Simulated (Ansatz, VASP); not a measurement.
One calculation of CoSi2, two programs

```
CELL_PARAMETERS angstrom
0.00000 2.67800 2.67800
2.67800 0.00000 2.67800
2.67800 2.67800 0.00000
ATOMIC_POSITIONS crystal
Co 0.00000 0.00000 0.00000
Si 0.25000 0.25000 0.25000
Si 0.75000 0.75000 0.75000
```

Alike in both runs: task relaxation of cell and atoms; functional PBE; k mesh 14 × 14 × 14; occupations gaussian, width 0.1 eV; no spin polarisation.

|  | VASP | Ansatz |
| --- | --- | --- |
| version | VASP 6.6.1 | Ansatz 0.2.0 |
| potentials or method | VASP PAW PBE potentials, release 64 (Co, Si), cutoff 600 eV | scalar-relativistic, plane waves, PAW |
| valence electrons in the cell | 17 | 25 |

```tsv
	VASP	Ansatz	Ansatz less VASP
gap on the k mesh at the Fermi level, each at its own relaxed structure (eV)	none	none	-
relaxed volume (Å³/atom)	12.82	12.83	+0.013
relaxed cell length with the largest relative difference (Å)	3.789	3.790	+0.0013
```

A gap of «none» marks a metal or a gap that the smearing closes. VASP's potentials hold 17 valence electrons a cell and Ansatz's 25, so a difference there can come from the potentials and not from the codes.
